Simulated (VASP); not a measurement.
Input of a VASP 6.6.1 run:

File INCAR:

```
PREC     = Accurate       # precision mode
ENCUT    = 600            # plane-wave cutoff, eV
EDIFF    = 1E-6           # SCF threshold, eV
ISMEAR   = 0              # smearing method
SIGMA    = 0.1            # smearing width, eV
LREAL    = F              # projectors in reciprocal space
LASPH    = T              # aspherical terms in the spheres
NELM     = 60             # most SCF steps
ALGO     = Fast           # electronic algorithm
ISIF     = 3              # what is computed and relaxed
LWAVE    = F              # write WAVECAR
LCHARG   = F              # write CHGCAR
GGA      = PS             # functional
IBRION   = 2              # ionic algorithm
NSW      = 80             # ionic steps
EDIFFG   = -0.01          # ionic threshold
```

File KPOINTS:

```
regular mesh
0
Gamma
  18 18 10
```

POSCAR

```
Zn
1.0
    2.7111011998      0.0000000000      0.0000000000
   -1.3555505999      2.3478825113      0.0000000000
    0.0000000000      0.0000000000      4.3750544703
Zn
2
Direct
    0.3333333333      0.6666666667      0.2500000000
    0.6666666667      0.3333333333      0.7500000000
```

Potentials or basis: VASP PAW PBE potentials, release 64 (Zn).

Command:

```console
$ cat potpaw_PBE.64/Zn/POTCAR > POTCAR
$ mpirun -np 1 vasp_std > vasp.out
```

Question: What does it give for the relaxed volume?

Answer: 14.32 Å³/atom.

Question: Estimate the relaxed cell.

Answer: a = 2.594 Å, b = 2.594 Å, c = 4.914 Å, α = 90.00°, β = 90.00°, γ = 120.00°.

Question: Estimate the band gap on the k mesh.

Answer: Zero (band 12 reaches 5.11 eV, above the bottom of band 13 at 0.16 eV).

Question: Estimate the space group after relaxing (to 0.05 Å).

Answer: P6_3/mmc (No. 194).

Final structure:
```
Zn
1.0
     2.59449    0.00000    0.00000
    -1.29724    2.24689    0.00000
     0.00000    0.00000    4.91361
Zn
2
Direct
  0.33333 0.66667 0.25000
  0.66667 0.33333 0.75000
```

Caveat: the PAW data sets were made with another functional, which shifts forces and pressure a little.
